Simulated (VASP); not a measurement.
# B2C (P6/mmm) in VASP: notebook

The runs below take B2C through single point, with PBE.

All numbers are computed with VASP 6.6.1; they aren't measurements. Logs are shortened: lines on timing, memory, paths and dates and some standing lists are left out, and cuts for length are marked.

## Step 1: The cell of the first run

The structure is hexagonal, space group P6/mmm (No. 191). Conventional cell: a = 3.266 Å, b = 3.266 Å, c = 1.953 Å, α = 90.00°, β = 90.00°, γ = 120.00°. Within 2.5 Å of B (site symmetry -6m2) lie 5 B at 1.89 to 1.95 Å and 3 C at 1.89 Å. Within 2.5 Å of C (site symmetry 6/mmm) lie 6 B at 1.89 Å and 2 C at 1.95 Å.

## Step 2: Single point, PBE

INCAR

```
ALGO = Normal
EDIFF = 1E-6
ENCUT = 600
GGA = PE
GGA_COMPAT = False
ISIF = 2
ISMEAR = 0
LASPH = True
LCHARG = True
LELF = True
LREAL = False
LVHAR = True
LWAVE = False
NBANDS = 12
NELM = 120
PREC = Accurate
SIGMA = 0.2
```

KPOINTS

```
k-points
0
Gamma
  6 6 7
```

POSCAR

```
B2C
1.0
    3.2660221185      0.0000000000      0.0000000000
   -1.6330110593      2.8284581239      0.0000000000
    0.0000000000      0.0000000000      1.9528275071
B C
2 1
Direct
    0.3333333333      0.6666666667      0.5000000000
    0.6666666667      0.3333333333      0.5000000000
    0.0000000000      0.0000000000      0.5000000000
```

Potentials or basis: VASP PAW PBE potentials, release 64 (B, C).

The run is started by

```console
> cat potpaw_PBE.64/B/POTCAR potpaw_PBE.64/C/POTCAR > POTCAR
> mpirun -np 1 vasp_std > vasp.out
```

OUTCAR:

```text
EDIFF = 1E-6
   ENCUT = 600
   GGA = PE
   ISIF = 2
   ISMEAR = 0
   LASPH = True
   LREAL = False
   NELM = 120
   PREC = Accurate

 ion  position               nearest neighbor table
   1  0.333  0.667  0.500-   2 1.89   2 1.89   3 1.89   3 1.89   3 1.89   2 1.89
   2  0.667  0.333  0.500-   1 1.89   1 1.89   3 1.89   3 1.89   3 1.89   1 1.89
   3  0.000  0.000  0.500-   1 1.89   2 1.89   1 1.89   2 1.89   2 1.89   1 1.89

  LATTYP: Found a hexagonal cell.
 ALAT       =     3.2660221185
 C/A-ratio  =     0.5979223154

  Lattice vectors:

 A1 = (   3.2660221185,   0.0000000000,   0.0000000000)
 A2 = (  -1.6330110593,   2.8284581239,   0.0000000000)
 A3 = (   0.0000000000,   0.0000000000,   1.9528275071)

Analysis of symmetry for initial positions (statically):
=====================================================================
 Subroutine PRICEL returns:
 Original cell was already a primitive cell.

 Routine SETGRP: Setting up the symmetry group for a
 hexagonal supercell.

 Subroutine GETGRP returns: Found 24 space group operations
 (whereof 24 operations were pure point group operations)
 out of a pool of 24 trial point group operations.

The static configuration has the point symmetry D_6h.

Analysis of symmetry for dynamics (positions and initial velocities):
=====================================================================
 Subroutine PRICEL returns:
 Original cell was already a primitive cell.

 Routine SETGRP: Setting up the symmetry group for a
 hexagonal supercell.

 Subroutine GETGRP returns: Found 24 space group operations
 (whereof 24 operations were pure point group operations)
 out of a pool of 24 trial point group operations.

The dynamic configuration has the point symmetry D_6h.

 Subroutine INISYM returns: Found 24 space group operations
 (whereof 24 operations are pure point group operations),
 and found     1 'primitive' translations

----------------------------------------------------------------------------------------

                                     Primitive cell

  volume of cell :      18.0398

  direct lattice vectors                    reciprocal lattice vectors
     3.266022119  0.000000000  0.000000000     0.306182862  0.176774758  0.000000000
    -1.633011059  2.828458124  0.000000000     0.000000000  0.353549516  0.000000000
     0.000000000  0.000000000  1.952827507     0.000000000  0.000000000  0.512077998

[... 89 lines left out ...]
   IBRION =     -1    ionic relax: 0-MD 1-quasi-New 2-CG
   NFREE  =      0    steps in history (QN), initial steepest desc. (CG)
   ISIF   =      2    stress and relaxation
   ISYM   =      2    0-nonsym 1-usesym 2-fastsym
   POTIM  = 0.5000    time-step for ionic-motion
   TEBEG  =    0.0;   TEEND  =   0.0 temperature during run
   PSTRESS=    0.0 pullay stress
   NELECT =      10.0000    total number of electrons
   NUPDOWN=      -1.0000    fix difference up-down
   EMIN   =  10.00;   EMAX   =-10.00  energy-range for DOS
   EFERMI =   0.00;   METHOD = LEGACY
   ISMEAR =     0;   SIGMA  =   0.20  broadening in eV -4-tet -1-fermi 0-gaus
   EFERMI_NEDOS =   21; number of points for ismear=-14 and -15
   IALGO  =     38    algorithm
   IMIX   =      4    mixing-type and parameters
     AMIX     =   0.40;   BMIX     =  1.00
     AMIX_MAG =   1.60;   BMIX_MAG =  1.00
  volume/ion in A,a.u.               =       6.01        40.58
  Fermi-wavevector in a.u.,A,eV,Ry     =   1.344819  2.541340 24.606664  1.808539
  Thomas-Fermi vector in A             =   2.472782
   LORBIT       =      0    0 simple, 1 ext, 2 COOP (PROOUT), +10 PAW based schemes
   GGA     = PE    functional components
   LHFCALC =     F    Hartree Fock is set to
   AEXX    =    0.0000 exact exchange contribution
   IVDW    =     0    specifies the selected vdW correction
   LEPSILON=     F    determine dielectric tensor
   LRPA    =     F    only Hartree local field effects (RPA)
 non-spin polarized calculation
 Gauss-broadening in eV      SIGMA  =   0.20
  energy-cutoff  :      600.00
  volume of cell :       18.04
 maximum number of plane-waves:       619
 NGX is ok and might be reduce to    28
   NGX = 13   NGY = 13   NGZ =  7

 number of electron      10.0000000 magnetization

 Free energy of the ion-electron system (eV)
  ---------------------------------------------------
  ext. energy  EPLUGINS =         0.00000000
  ---------------------------------------------------
  free energy    TOTEN  =       -17.36640057 eV

  energy without entropy =      -17.35466763  energy(sigma->0) =      -17.36053410

 E-fermi :   8.9489     XC(G=0): -13.0861

 val. band max:        8.8946533698   @ k =   0.1667   0.1667   0.2857
 cond. band min:       9.0911607735   @ k =   0.1667  -0.0000   0.1429
 fundamental gap:      0.1965074037
 Fermi energy:         8.9488786650

 k-point     1 :       0.0000    0.0000    0.0000
  band No.  band energies     occupation
      1      -9.8482      2.00000
      2       3.5265      2.00000
      3       3.5265      2.00000
      4       5.0623      2.00000
      5       5.0623      2.00000
      6       6.1589      2.00000
      7      10.4703      0.00000
      8      16.5988      0.00000
      9      23.4370      0.00000
     10      25.2048      0.00000
     11      25.2048      0.00000
     12      26.7973      0.00000
[... 331 lines left out ...]
 k-point    24 :       0.3333   -0.0000    0.4286
  band No.  band energies     occupation
      1      -2.5753      2.00000
      2       1.9070      2.00000
      3       2.5438      2.00000
      4       4.5710      2.00000
      5       6.8083      2.00000
      6       8.2004      2.00000
      7      12.9247      0.00000
      8      15.4970      0.00000
      9      18.0029      0.00000
     10      19.3523      0.00000
     11      22.3735      0.00000
     12      24.2469      0.00000

 [... further k-points ...]
[... 5 lines left out ...]
  --------------------------------------------------------------------------------------
  -------------------------------------------------------------------------------------
  Total       -0.0650431     -0.0650431     -0.0366036      0.0000000      0.0000000      0.0000000
  in kB       -5.7766943     -5.7766943     -3.2508852      0.0000000      0.0000000      0.0000000
  external PRESSURE =      -4.9347579 kB  Pullay stress =       0.0000000 kB

 VOLUME and BASIS-vectors are now :
 -----------------------------------------------------------------------------
  energy-cutoff  :      600.00
  volume of cell :       18.04
      direct lattice vectors                 reciprocal lattice vectors
     3.266022119  0.000000000  0.000000000     0.306182862  0.176774758  0.000000000
    -1.633011059  2.828458124  0.000000000     0.000000000  0.353549516  0.000000000
     0.000000000  0.000000000  1.952827507     0.000000000  0.000000000  0.512077998

 POSITION                                       TOTAL-FORCE (eV/Angst)
 -----------------------------------------------------------------------------------
     -0.00000      1.88564      0.97641         0.000000     -0.000000      0.000000
      1.63301      0.94282      0.97641        -0.000000      0.000000     -0.000000
      0.00000      0.00000      0.97641        -0.000000      0.000000     -0.000000
 -----------------------------------------------------------------------------------
    total drift:                               -0.000000      0.000000     -0.000000

  FREE ENERGIE OF THE ION-ELECTRON SYSTEM (eV)
  ---------------------------------------------------
  free  energy   TOTEN  =       -17.3664005702 eV

  energy  without entropy=      -17.3546676253  energy(sigma->0) =      -17.36053410
```

Run time: 10 s. Hardware: 1 thread of Intel Xeon 8259CL, shared host; peak memory 0.13 GiB.

Results:

| Item | Value |
| --- | --- |
| Free energy | -17.3664 eV |
| Pressure | -0.5 GPa |
| Band gap on the k mesh | zero (band 5 reaches 14.76 eV, above the bottom of band 6 at 6.03 eV) |

Caveat: the k points lie up to 0.46 Å⁻¹ apart.

## Step 3: Single point, PBE

This run uses another cell than the first one, of 7.22 Å³/atom, 1.201 times its volume.

INCAR

```
PREC     = Accurate       # precision mode
ENCUT    = 600            # plane-wave cutoff, eV
EDIFF    = 1E-6           # SCF threshold, eV
ISMEAR   = 0              # smearing method
SIGMA    = 0.2            # smearing width, eV
LREAL    = F              # projectors in reciprocal space
LASPH    = T              # aspherical terms in the spheres
NELM     = 120            # most SCF steps
ALGO     = Normal         # electronic algorithm
ISIF     = 2              # what is computed and relaxed
LWAVE    = F              # write WAVECAR
LCHARG   = T              # write CHGCAR
GGA      = PE             # functional
LELF     = T              # ELF
LVHAR    = T            
NBANDS   = 12             # bands
GGA_COMPAT= F
```

KPOINTS

```
Automatic mesh
0
Gamma
  8 8 5
```

POSCAR

```
B2C
1.0
    2.9182589794      0.0000000000      0.0000000000
   -1.4591294897      2.5272864110      0.0000000000
    0.0000000000      0.0000000000      2.9371310091
B C
2 1
Direct
    0.3333333333      0.6666666667      0.5000000000
    0.6666666667      0.3333333333      0.5000000000
    0.0000000000      0.0000000000      0.0000000000
```

Potentials or basis: VASP PAW PBE potentials, release 64 (B, C).

The run is started by

```console
> cat potpaw_PBE.64/B/POTCAR potpaw_PBE.64/C/POTCAR > POTCAR
> mpirun -np 1 vasp_std > vasp.out
```

OUTCAR:

```text
PREC = Accurate
   ENCUT = 600
   EDIFF = 1E-6
   ISMEAR = 0
   LREAL = F
   LASPH = T
   NELM = 120
   ISIF = 2
   GGA = PE

 ion  position               nearest neighbor table
   1  0.333  0.667  0.500-   2 1.68   2 1.68   2 1.68
   2  0.667  0.333  0.500-   1 1.68   1 1.68   1 1.68
   3  0.000  0.000  0.000-

  LATTYP: Found a hexagonal cell.
 ALAT       =     2.9182589794
 C/A-ratio  =     1.0064668797

  Lattice vectors:

 A1 = (   2.9182589794,   0.0000000000,   0.0000000000)
 A2 = (  -1.4591294897,   2.5272864110,   0.0000000000)
 A3 = (   0.0000000000,   0.0000000000,   2.9371310091)

Analysis of symmetry for initial positions (statically):
=====================================================================
 Subroutine PRICEL returns:
 Original cell was already a primitive cell.

 Routine SETGRP: Setting up the symmetry group for a
 hexagonal supercell.

 Subroutine GETGRP returns: Found 24 space group operations
 (whereof 24 operations were pure point group operations)
 out of a pool of 24 trial point group operations.

The static configuration has the point symmetry D_6h.

Analysis of symmetry for dynamics (positions and initial velocities):
=====================================================================
 Subroutine PRICEL returns:
 Original cell was already a primitive cell.

 Routine SETGRP: Setting up the symmetry group for a
 hexagonal supercell.

 Subroutine GETGRP returns: Found 24 space group operations
 (whereof 24 operations were pure point group operations)
 out of a pool of 24 trial point group operations.

The dynamic configuration has the point symmetry D_6h.

 Subroutine INISYM returns: Found 24 space group operations
 (whereof 24 operations are pure point group operations),
 and found     1 'primitive' translations

----------------------------------------------------------------------------------------

                                     Primitive cell

  volume of cell :      21.6622

  direct lattice vectors                    reciprocal lattice vectors
     2.918258979  0.000000000  0.000000000     0.342670067  0.197840655  0.000000000
    -1.459129490  2.527286411  0.000000000     0.000000000  0.395681311  0.000000000
     0.000000000  0.000000000  2.937131009     0.000000000  0.000000000  0.340468299

  length of vectors
     2.918258979  2.918258979  2.937131009     0.395681311  0.395681311  0.340468299

  position of ions in fractional coordinates (direct lattice)
     0.333333333  0.666666667  0.500000000
     0.666666667  0.333333333  0.500000000
     0.000000000  0.000000000  0.000000000

  ion indices of the primitive-cell ions
   primitive index   ion index
                 1           1
                 2           2
                 3           3

----------------------------------------------------------------------------------------

 KPOINTS: Automatic mesh

Automatic generation of k-mesh.
 Grid dimensions read from file:
 generate k-points for:    8    8    5

 Generating k-lattice:

  Cartesian coordinates                     Fractional coordinates (reciprocal lattice)
     0.042833758  0.024730082  0.000000000     0.125000000  0.000000000  0.000000000
     0.000000000  0.049460164  0.000000000     0.000000000  0.125000000  0.000000000
     0.000000000  0.000000000  0.068093660     0.000000000  0.000000000  0.200000000

  Length of vectors
     0.049460164  0.049460164  0.068093660

  Shift w.r.t. Gamma in fractional coordinates (k-lattice)
     0.000000000  0.000000000  0.000000000

 Subroutine IBZKPT returns following result:
 ===========================================

 Found     30 irreducible k-points:

 Following reciprocal coordinates:
            Coordinates               Weight
  0.000000  0.000000  0.000000      1.000000
  0.125000  0.000000  0.000000      6.000000
  0.250000  0.000000  0.000000      6.000000
  0.375000  0.000000  0.000000      6.000000
  0.500000  0.000000  0.000000      3.000000
  0.125000  0.125000  0.000000      6.000000
[... 16 lines left out ...]
  0.250000  0.000000  0.400000     12.000000
  0.375000  0.000000  0.400000     12.000000
 [... further k-points ...]
   k-points           NKPTS =     30   k-points in BZ     NKDIM =     30   number of bands    NBANDS=     12
   number of dos      NEDOS =    301   number of ions     NIONS =      3
   total plane-waves  NPLWV =  13824
   dimension x,y,z NGX =    24 NGY =   24 NGZ =   24
   dimension x,y,z NGXF=    48 NGYF=   48 NGZF=   48
   ions per type =               2   1
   NGX,Y,Z   is equivalent  to a cutoff of  13.67, 13.67, 13.58 a.u.
   NGXF,Y,Z  is equivalent  to a cutoff of  27.34, 27.34, 27.17 a.u.
 SYSTEM =  unknown system
   PREC   = accura    normal or accurate (medium, high low for compatibility)
   ISTART =      0    job   : 0-new  1-cont  2-samecut
   ICHARG =      2    charge: 1-file 2-atom 10-const
   ISPIN  =      1    spin polarized calculation?
   LNONCOLLINEAR =      F non collinear calculations
   LSORBIT =      F    spin-orbit coupling
   LASPH  =      T    aspherical Exc in radial PAW
   ENCUT  =  600.0 eV  44.10 Ry    6.64 a.u.   5.83  5.83  5.87*2*pi/ulx,y,z
   NELM   =    120;   NELMIN=  2; NELMDL= -5     # of ELM steps
   EDIFF  = 0.1E-05   stopping-criterion for ELM
   LREAL  =      F    real-space projection
   EDIFFG = 0.1E-04   stopping-criterion for IOM
   NSW    =      0    number of steps for IOM
   IBRION =     -1    ionic relax: 0-MD 1-quasi-New 2-CG
   NFREE  =      0    steps in history (QN), initial steepest desc. (CG)
   ISIF   =      2    stress and relaxation
   ISYM   =      2    0-nonsym 1-usesym 2-fastsym
   POTIM  = 0.5000    time-step for ionic-motion
   TEBEG  =    0.0;   TEEND  =   0.0 temperature during run
   PSTRESS=    0.0 pullay stress
   NELECT =      10.0000    total number of electrons
   NUPDOWN=      -1.0000    fix difference up-down
   EMIN   =  10.00;   EMAX   =-10.00  energy-range for DOS
   EFERMI =   0.00;   METHOD = LEGACY
   ISMEAR =     0;   SIGMA  =   0.20  broadening in eV -4-tet -1-fermi 0-gaus
   EFERMI_NEDOS =   21; number of points for ismear=-14 and -15
   IALGO  =     38    algorithm
   IMIX   =      4    mixing-type and parameters
     AMIX     =   0.40;   BMIX     =  1.00
     AMIX_MAG =   1.60;   BMIX_MAG =  1.00
  volume/ion in A,a.u.               =       7.22        48.73
  Fermi-wavevector in a.u.,A,eV,Ry     =   1.265244  2.390965 21.780784  1.600842
  Thomas-Fermi vector in A             =   2.398507
   LORBIT       =      0    0 simple, 1 ext, 2 COOP (PROOUT), +10 PAW based schemes
   GGA     = PE    functional components
   LHFCALC =     F    Hartree Fock is set to
   AEXX    =    0.0000 exact exchange contribution
   IVDW    =     0    specifies the selected vdW correction
   LEPSILON=     F    determine dielectric tensor
   LRPA    =     F    only Hartree local field effects (RPA)
 non-spin polarized calculation
 Gauss-broadening in eV      SIGMA  =   0.20
  energy-cutoff  :      600.00
  volume of cell :       21.66
 maximum number of plane-waves:       740
 NGX is ok and might be reduce to    24
   NGX = 11   NGY = 11   NGZ = 11

 number of electron      10.0000000 magnetization

 Free energy of the ion-electron system (eV)
  ---------------------------------------------------
  ext. energy  EPLUGINS =         0.00000000
  ---------------------------------------------------
  free energy    TOTEN  =       -16.52398833 eV

  energy without entropy =      -16.50618667  energy(sigma->0) =      -16.51508750

 E-fermi :   6.7183     XC(G=0): -12.1665

 val. band max:        6.6582035359   @ k =   0.0000   0.0000   0.2000
 cond. band min:       6.7843761020   @ k =   0.2500   0.1250   0.2000
 fundamental gap:      0.1261725661
 Fermi energy:         6.7183422925

 k-point     1 :       0.0000    0.0000    0.0000
  band No.  band energies     occupation
      1      -9.8197      2.00000
      2       2.4176      2.00000
      3       4.7771      2.00000
      4       6.4420      1.94934
      5       6.4420      1.94934
      6       6.5404      1.79176
      7       6.5404      1.79176
      8      14.5012      0.00000
      9      16.0287      0.00000
     10      16.6489      0.00000
     11      18.4353      0.00000
     12      18.4353      0.00000
[... 331 lines left out ...]
 k-point    24 :       0.3750    0.0000    0.4000
  band No.  band energies     occupation
      1      -5.0323      2.00000
      2      -2.2756      2.00000
      3      -0.1462      2.00000
      4       2.5718      2.00000
      5       4.0978      2.00000
      6       7.4424      0.00000
      7       9.1087      0.00000
      8      11.2591      0.00000
      9      15.3785      0.00000
     10      18.1168      0.00000
     11      21.6840      0.00000
     12      24.0203      0.00000

 [... further k-points ...]
[... 5 lines left out ...]
  --------------------------------------------------------------------------------------
  -------------------------------------------------------------------------------------
  Total        0.0315357      0.0315357     -0.0162400     -0.0000000      0.0000000      0.0000000
  in kB        2.3324450      2.3324450     -1.2011461     -0.0000000      0.0000000      0.0000000
  external PRESSURE =       1.1545813 kB  Pullay stress =       0.0000000 kB

 VOLUME and BASIS-vectors are now :
 -----------------------------------------------------------------------------
  energy-cutoff  :      600.00
  volume of cell :       21.66
      direct lattice vectors                 reciprocal lattice vectors
     2.918258979  0.000000000  0.000000000     0.342670067  0.197840655  0.000000000
    -1.459129490  2.527286411  0.000000000     0.000000000  0.395681311  0.000000000
     0.000000000  0.000000000  2.937131009     0.000000000  0.000000000  0.340468299

 POSITION                                       TOTAL-FORCE (eV/Angst)
 -----------------------------------------------------------------------------------
     -0.00000      1.68486      1.46857        -0.000000      0.000000     -0.000000
      1.45913      0.84243      1.46857         0.000000     -0.000000      0.000000
      0.00000      0.00000      0.00000         0.000000      0.000000      0.000000
 -----------------------------------------------------------------------------------
    total drift:                               -0.000000      0.000000      0.000000

  FREE ENERGIE OF THE ION-ELECTRON SYSTEM (eV)
  ---------------------------------------------------
  free  energy   TOTEN  =       -16.5239883271 eV

  energy  without entropy=      -16.5061866681  energy(sigma->0) =      -16.51508750
```

Run time: 12 s. Hardware: 1 thread of Intel Xeon 8259CL, shared host; peak memory 0.13 GiB.

Results:

```yaml
Free_energy: -16.5240 eV
Pressure: 0.1 GPa
Band_gap_on_the_k_mesh: zero (band 5 reaches 7.86 eV, above the bottom of band 6 at 3.64 eV)
```

Stress tensor (GPa, compression positive):
```
 0.23  0.00  0.00
 0.00  0.23  0.00
 0.00  0.00 -0.12
```

Levels at points of the mesh, in eV from the Fermi level:
```
           k point  band 3  band 4  band 5  band 6  band 7  band 8
(0.00, 0.00, 0.00)   -1.94   -0.28   -0.28   -0.18   -0.18    7.78
(0.50, 0.00, 0.00)   -4.83   -1.60   -0.40    2.10    3.05    4.44
```

Caveat: the k points lie up to 0.43 Å⁻¹ apart.
